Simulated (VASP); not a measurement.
# HfC in VASP: single point with PBEsol

Aim: the single point of HfC with PBEsol.

Everything below comes from runs of VASP 6.6.1. Logs are shortened: lines on timing, memory, paths and dates and some standing lists are left out, and cuts for length are marked.

**1. The cell of the first run**

The cell holds a slab with vacuum, 10 atoms: a = 3.258 Å, b = 3.258 Å, c = 26.970 Å, α = 90.00°, β = 90.00°, γ = 120.00°.

**2. Single point, PBEsol**

Input file INCAR:

```
SYSTEM = HfC
  PREC = Accurate
  ENCUT = 640
  EDIFF = 1E-6
  ISMEAR = 0
  SIGMA = 0.1
  LREAL = .FALSE.
  LASPH = .TRUE.
  NELM = 300
  ALGO = Normal
  ISIF = 2
  LWAVE = .FALSE.
  LCHARG = .FALSE.
  LDIPOL = .TRUE.
  IDIPOL = 3
  DIPOL = 0.5 0.5 0.500
  GGA = PS
  NBANDS = 46
  GGA_COMPAT = .FALSE.
  NELMDL = -8
  AMIX = 0.1
  BMIX = 1E-4
  AMIX_MAG = 0.4
  BMIX_MAG = 1E-4
  KPAR = 4
```

Input file KPOINTS:

```
regular mesh
0
G
  12 12 1
  0 0 0
```

Input file POSCAR:

```
HfC
1.0
    3.2578677663      0.0000000000      0.0000000000
   -1.6289338832      2.8213962478      0.0000000000
    0.0000000000      0.0000000000     26.9701705153
Hf C
5 5
Direct
    0.3333333333      0.6666666667      0.2780850049
    0.0000000000      0.0000000000      0.3767138916
    0.6666666667      0.3333333333      0.4753427783
    0.3333333333      0.6666666667      0.5739716650
    0.0000000000      0.0000000000      0.6726005517
    0.6666666667      0.3333333333      0.3273994483
    0.3333333333      0.6666666667      0.4260283350
    0.0000000000      0.0000000000      0.5246572217
    0.6666666667      0.3333333333      0.6232861084
    0.3333333333      0.6666666667      0.7219149951
```

Potentials or basis: VASP PAW PBE potentials, release 64 (Hf_pv, C).

Launch:

```bash
> cat potpaw_PBE.64/Hf_pv/POTCAR potpaw_PBE.64/C/POTCAR > POTCAR
> mpirun -np 4 vasp_std > vasp.out
```

OUTCAR:

```text
SYSTEM = HfC
   PREC = Accurate
   ENCUT = 640
   EDIFF = 1E-6
   ISMEAR = 0
   LREAL = .FALSE.
   LASPH = .TRUE.
   NELM = 300
   ISIF = 2
   GGA = PS
   NELMDL = -8
   AMIX = 0.1
   AMIX_MAG = 0.4

 ion  position               nearest neighbor table
   1  0.333  0.667  0.278-   6 2.30   6 2.30   6 2.30   2 3.26   2 3.26   2 3.26
   2  0.000  0.000  0.377-   6 2.30   6 2.30   6 2.30   7 2.30   7 2.30   7 2.30   1 3.26   3 3.26
                             1 3.26   3 3.26   1 3.26   3 3.26
   3  0.667  0.333  0.475-   7 2.30   7 2.30   7 2.30   8 2.30   8 2.30   8 2.30   4 3.26   4 3.26
                             2 3.26   2 3.26   2 3.26   4 3.26
   4  0.333  0.667  0.574-   8 2.30   8 2.30   8 2.30   9 2.30   9 2.30   9 2.30   3 3.26   3 3.26
                             5 3.26   5 3.26   5 3.26   3 3.26
   5  0.000  0.000  0.673-   9 2.30   9 2.30   9 2.30  10 2.30  10 2.30  10 2.30   4 3.26   4 3.26
                             4 3.26
   6  0.667  0.333  0.327-   2 2.30   2 2.30   2 2.30   1 2.30   1 2.30   1 2.30
   7  0.333  0.667  0.426-   3 2.30   3 2.30   3 2.30   2 2.30   2 2.30   2 2.30
   8  0.000  0.000  0.525-   4 2.30   4 2.30   4 2.30   3 2.30   3 2.30   3 2.30
   9  0.667  0.333  0.623-   5 2.30   5 2.30   5 2.30   4 2.30   4 2.30   4 2.30
  10  0.333  0.667  0.722-   5 2.30   5 2.30   5 2.30

  LATTYP: Found a hexagonal cell.
 ALAT       =     3.2578677663
 C/A-ratio  =     8.2784730535

  Lattice vectors:

 A1 = (   3.2578677663,   0.0000000000,   0.0000000000)
 A2 = (  -1.6289338832,   2.8213962478,   0.0000000000)
 A3 = (   0.0000000000,   0.0000000000,  26.9701705153)

Analysis of symmetry for initial positions (statically):
=====================================================================
 Subroutine PRICEL returns:
 Original cell was already a primitive cell.

 Routine SETGRP: Setting up the symmetry group for a
 hexagonal supercell.

 Subroutine GETGRP returns: Found  6 space group operations
 (whereof  6 operations were pure point group operations)
 out of a pool of 24 trial point group operations.

The static configuration has the point symmetry C_3v.

Analysis of symmetry for dynamics (positions and initial velocities):
=====================================================================
 Subroutine PRICEL returns:
 Original cell was already a primitive cell.

 Routine SETGRP: Setting up the symmetry group for a
 hexagonal supercell.

 Subroutine GETGRP returns: Found  6 space group operations
 (whereof  6 operations were pure point group operations)
 out of a pool of 24 trial point group operations.

The dynamic configuration has the point symmetry C_3v.

 Subroutine INISYM returns: Found  6 space group operations
 (whereof  6 operations are pure point group operations),
 and found     1 'primitive' translations

----------------------------------------------------------------------------------------

                                     Primitive cell

  volume of cell :     247.9027

  direct lattice vectors                    reciprocal lattice vectors
     3.257867766  0.000000000  0.000000000     0.306949229  0.177217220  0.000000000
    -1.628933883  2.821396248  0.000000000     0.000000000  0.354434440  0.000000000
     0.000000000  0.000000000 26.970170515     0.000000000  0.000000000  0.037078001

  length of vectors
     3.257867766  3.257867766 26.970170515     0.354434440  0.354434440  0.037078001

  position of ions in fractional coordinates (direct lattice)
     0.333333333  0.666666667  0.278085005
     0.000000000  0.000000000  0.376713892
     0.666666667  0.333333333  0.475342778
     0.333333333  0.666666667  0.573971665
     0.000000000  0.000000000  0.672600552
     0.666666667  0.333333333  0.327399448
     0.333333333  0.666666667  0.426028335
     0.000000000  0.000000000  0.524657222
     0.666666667  0.333333333  0.623286108
     0.333333333  0.666666667  0.721914995

  ion indices of the primitive-cell ions
   primitive index   ion index
                 1           1
                 2           2
                 3           3
                 4           4
                 5           5
                 6           6
                 7           7
                 8           8
                 9           9
                10          10

----------------------------------------------------------------------------------------

 KPOINTS: regular mesh

Automatic generation of k-mesh.
 Grid dimensions read from file:
 generate k-points for:   12   12    1

 Generating k-lattice:

  Cartesian coordinates                     Fractional coordinates (reciprocal lattice)
     0.025579102  0.014768102  0.000000000     0.083333333  0.000000000  0.000000000
     0.000000000  0.029536203  0.000000000     0.000000000  0.083333333  0.000000000
     0.000000000  0.000000000  0.037078001     0.000000000  0.000000000  1.000000000

  Length of vectors
     0.029536203  0.029536203  0.037078001

  Shift w.r.t. Gamma in fractional coordinates (k-lattice)
     0.000000000  0.000000000  0.000000000

 Subroutine IBZKPT returns following result:
 ===========================================

 Found     19 irreducible k-points:

 Following reciprocal coordinates:
            Coordinates               Weight
  0.000000  0.000000  0.000000      1.000000
  0.083333 -0.000000  0.000000      6.000000
  0.166667 -0.000000  0.000000      6.000000
  0.250000  0.000000  0.000000      6.000000
  0.333333 -0.000000  0.000000      6.000000
  0.416667  0.000000  0.000000      6.000000
[... 11 lines left out ...]
  0.333333  0.250000  0.000000     12.000000
  0.333333  0.333333  0.000000      2.000000
   k-points           NKPTS =     19   k-points in BZ     NKDIM =     19   number of bands    NBANDS=     46
   number of dos      NEDOS =    301   number of ions     NIONS =     10
   total plane-waves  NPLWV = 175616
   dimension x,y,z NGX =    28 NGY =   28 NGZ =  224
   dimension x,y,z NGXF=    56 NGYF=   56 NGZF=  448
   ions per type =               5   5
   NGX,Y,Z   is equivalent  to a cutoff of  14.29, 14.29, 13.81 a.u.
   NGXF,Y,Z  is equivalent  to a cutoff of  28.58, 28.58, 27.62 a.u.
 SYSTEM =  HfC
   PREC   = accura    normal or accurate (medium, high low for compatibility)
   ISTART =      0    job   : 0-new  1-cont  2-samecut
   ICHARG =      2    charge: 1-file 2-atom 10-const
   ISPIN  =      1    spin polarized calculation?
   LNONCOLLINEAR =      F non collinear calculations
   LSORBIT =      F    spin-orbit coupling
   LASPH  =      T    aspherical Exc in radial PAW
   ENCUT  =  640.0 eV  47.04 Ry    6.86 a.u.   6.72  6.72 55.63*2*pi/ulx,y,z
   NELM   =    300;   NELMIN=  2; NELMDL= -8     # of ELM steps
   EDIFF  = 0.1E-05   stopping-criterion for ELM
   LREAL  =      F    real-space projection
   EDIFFG = 0.1E-04   stopping-criterion for IOM
   NSW    =      0    number of steps for IOM
   IBRION =     -1    ionic relax: 0-MD 1-quasi-New 2-CG
   NFREE  =      0    steps in history (QN), initial steepest desc. (CG)
   ISIF   =      2    stress and relaxation
   ISYM   =      2    0-nonsym 1-usesym 2-fastsym
   POTIM  = 0.5000    time-step for ionic-motion
   TEBEG  =    0.0;   TEEND  =   0.0 temperature during run
   PSTRESS=    0.0 pullay stress
   NELECT =      70.0000    total number of electrons
   NUPDOWN=      -1.0000    fix difference up-down
   EMIN   =  10.00;   EMAX   =-10.00  energy-range for DOS
   EFERMI =   0.00;   METHOD = LEGACY
   ISMEAR =     0;   SIGMA  =   0.10  broadening in eV -4-tet -1-fermi 0-gaus
   EFERMI_NEDOS =   21; number of points for ismear=-14 and -15
   IALGO  =     38    algorithm
   IMIX   =      4    mixing-type and parameters
     AMIX     =   0.10;   BMIX     =  0.00
     AMIX_MAG =   0.40;   BMIX_MAG =  0.00
  volume/ion in A,a.u.               =      24.79       167.29
  Fermi-wavevector in a.u.,A,eV,Ry     =   1.074023  2.029610 15.694679  1.153526
  Thomas-Fermi vector in A             =   2.209840
   LORBIT       =      0    0 simple, 1 ext, 2 COOP (PROOUT), +10 PAW based schemes
   GGA     = PS    functional components
   LHFCALC =     F    Hartree Fock is set to
   AEXX    =    0.0000 exact exchange contribution
   IVDW    =     0    specifies the selected vdW correction
   LEPSILON=     F    determine dielectric tensor
   LRPA    =     F    only Hartree local field effects (RPA)
 non-spin polarized calculation
 Gauss-broadening in eV      SIGMA  =   0.10
  energy-cutoff  :      640.00
  volume of cell :      247.90
 maximum number of plane-waves:      9171
 NGX is ok and might be reduce to    28
   NGX = 13   NGY = 13   NGZ =111

 dipolmoment           0.000000      0.000000     -0.414345 electrons x Angstroem

 number of electron      70.0000001 magnetization

 dipolmoment           0.000000      0.000000      0.117725 electrons x Angstroem

 Free energy of the ion-electron system (eV)
  ---------------------------------------------------
  ext. energy  EPLUGINS =         0.00000000
  ---------------------------------------------------
  free energy    TOTEN  =      -104.22003371 eV

  energy without entropy =     -104.19433521  energy(sigma->0) =     -104.20718446

 E-fermi :   0.2041     XC(G=0):  -7.0366

 val. band max:        0.1515082275   @ k =   0.3333   0.2500   0.0000
 cond. band min:       0.2171064592   @ k =   0.2500   0.0833   0.0000
 fundamental gap:      0.0655982317
 Fermi energy:         0.2041082086

 k-point     1 :       0.0000    0.0000    0.0000
  band No.  band energies     occupation
      1     -30.7608      2.00000
      2     -30.2748      2.00000
      3     -30.2748      2.00000
      4     -29.8812      2.00000
      5     -29.6654      2.00000
      6     -29.3834      2.00000
[... 38 lines left out ...]
     45       3.3112      0.00000
     46       3.7310      0.00000
[... 841 lines left out ...]
      6     -29.7255      2.00000
[... 38 lines left out ...]
     45       4.7807      0.00000
     46       5.3573      0.00000

------------------------ aborting loop because EDIFF is reached ----------------------------------------

 vacuum level on the upper side and lower side of the slab       (xc-potential included)         1.058        -1.294

  FORCE on cell =-STRESS in cart. coord.  units (eV):
  Direction    XX          YY          ZZ          XY          YZ          ZX
  --------------------------------------------------------------------------------------
  -------------------------------------------------------------------------------------
  Total       -3.5776613     -3.5776613     -4.9487776      0.0000000     -0.0000000      0.0000000
  in kB      -23.1221690    -23.1221690    -31.9835962      0.0000000     -0.0000000      0.0000000
  external PRESSURE =     -26.0759780 kB  Pullay stress =       0.0000000 kB

 VOLUME and BASIS-vectors are now :
 -----------------------------------------------------------------------------
  energy-cutoff  :      640.00
  volume of cell :      247.90
      direct lattice vectors                 reciprocal lattice vectors
     3.257867766  0.000000000  0.000000000     0.306949229  0.177217220  0.000000000
    -1.628933883  2.821396248  0.000000000     0.000000000  0.354434440  0.000000000
     0.000000000  0.000000000 26.970170515     0.000000000  0.000000000  0.037078001

 POSITION                                       TOTAL-FORCE (eV/Angst)
 -----------------------------------------------------------------------------------
     -0.00000      1.88093      7.50000        -0.000000     -0.000000      1.486957
      0.00000      0.00000     10.16004        -0.000000     -0.000000      0.429879
      1.62893      0.94047     12.82008         0.000000     -0.000000     -0.331653
     -0.00000      1.88093     15.48011         0.000000      0.000000     -0.456781
      0.00000      0.00000     18.14015        -0.000000     -0.000000      1.175221
      1.62893      0.94047      8.83002         0.000000     -0.000000     -1.589609
     -0.00000      1.88093     11.49006        -0.000000     -0.000000     -0.021149
      0.00000      0.00000     14.15009        -0.000000     -0.000000      0.307258
      1.62893      0.94047     16.81013         0.000000      0.000000      0.362528
     -0.00000      1.88093     19.47017         0.000000     -0.000000     -1.362651
 -----------------------------------------------------------------------------------
    total drift:                                0.000000     -0.000000      0.000174

  FREE ENERGIE OF THE ION-ELECTRON SYSTEM (eV)
  ---------------------------------------------------
  free  energy   TOTEN  =      -104.2200337109 eV

  energy  without entropy=     -104.1943352120  energy(sigma->0) =     -104.20718446

 vacuum level on the upper side and lower side of the slab         7.059         4.726
```

It took 16 min on 4 MPI ranks of Intel Xeon 6975P-C (Granite Rapids), shared host; peak memory 0.57 GiB.

Results:

- Free energy: -104.2200 eV
- Largest force: 1.590 eV/Å
- Band gap on the k mesh: zero (bands 35 and 36 overlap by 0.99 eV)

Forces on the atoms (eV/Å):
```
Hf   0.000  0.000  1.487
Hf   0.000  0.000  0.430
Hf   0.000  0.000 -0.332
Hf   0.000  0.000 -0.457
Hf   0.000  0.000  1.175
C    0.000  0.000 -1.590
C    0.000  0.000 -0.021
C    0.000  0.000  0.307
C    0.000  0.000  0.363
C    0.000  0.000 -1.363
```

Caveat: the PAW data sets were made with another functional, which shifts forces and pressure a little; spin-orbit coupling is left out, which moves the levels of the heavy elements.

The gap in the log of VASP goes by the Fermi energy; the results here count the filled bands.